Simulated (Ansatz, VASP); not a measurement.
Two plane-wave programs on Ta4O

INCAR

```
  PREC = Accurate
  ENCUT = 520
  EDIFF = 1E-6
  ISMEAR = 0
  SIGMA = 0.1
  LREAL = False
  LASPH = True
  NELM = 150
  ALGO = Normal
  ISIF = 2
  LWAVE = False
  LCHARG = False
  ISPIN = 2
  MAGMOM = 1 1 1 1 0
  LORBIT = 11
  LMAXMIX = 4
  GGA = PE
  NBANDS = 37
```

Contents of KPOINTS:

```
regular mesh
0
Gamma
  4 4 4
```

Contents of POSCAR:

```
Ta4O
1.0
   -2.8252759000      2.8252759000      2.8252759000
    2.8252759000     -2.8252759000      2.8252759000
    2.8252759000      2.8252759000     -2.8252759000
Ta O
4 1
Direct
    0.5000000000      0.5000000000      0.5000000000
    0.0000000000      0.0000000000      0.5000000000
    0.0000000000      0.5000000000      0.0000000000
    0.5000000000      0.0000000000      0.0000000000
    0.0000000000      0.0000000000      0.0000000000
```

Input for Ansatz:

```yaml
crystal:
  lattice:
    - [-2.8252759, 2.8252759, 2.8252759]
    - [2.8252759, -2.8252759, 2.8252759]
    - [2.8252759, 2.8252759, -2.8252759]
  atoms:
    - { symbol: Ta, position: [0.5, 0.5, 0.5], spin: 1.0 }
    - { symbol: Ta, position: [0.0, 0.0, 0.5], spin: 1.0 }
    - { symbol: Ta, position: [0.0, 0.5, 0.0], spin: 1.0 }
    - { symbol: Ta, position: [0.5, 0.0, 0.0], spin: 1.0 }
    - { symbol: O, position: [0.0, 0.0, 0.0] }
basis:
  ecutwfc: 420
kpoints:
  mp_grid: { grid: [4, 4, 4] }
hamiltonian:
  xc: pbe
scf:
  occupations: { method: gaussian, width: 0.1 }
  lower_state_search: "off"
output:
  forces: true
  stress: true
  eigenvalues: true
  populations: true
magnetization:
  spin_polarized: true
```

Alike in both runs: task single point; functional PBE; k mesh 4 × 4 × 4; occupations gaussian, width 0.1 eV; collinear spin.

```csv
,VASP,Ansatz
version,VASP 6.6.1,Ansatz 0.2.0
potentials or method,"VASP PAW PBE potentials, release 64 (Ta_pv, O), cutoff 520 eV","scalar-relativistic, plane waves, PAW"
valence electrons in the cell,50,58
```

Ansatz gave:

```
gap on the k mesh at the Fermi level (eV) : none
pressure (GPa)                            : -8.8
net moment per atom (μB)                  : 0.00
```

What did VASP give for the same quantities?

gap on the k mesh at the Fermi level (eV): none; pressure (GPa): -8.7; net moment per atom (μB): 0.00.

A gap of «none» marks a metal or a gap that the smearing closes. With one functional, cell and mesh, what is left measures potentials, basis and numerics. VASP's potentials hold 50 valence electrons a cell and Ansatz's 58, so a difference there can come from the potentials and not from the codes. Ansatz's warnings: seeded moment not kept.

The k mesh is coarse, so the values compare programs but aren't converged. Spin-orbit coupling is off throughout.
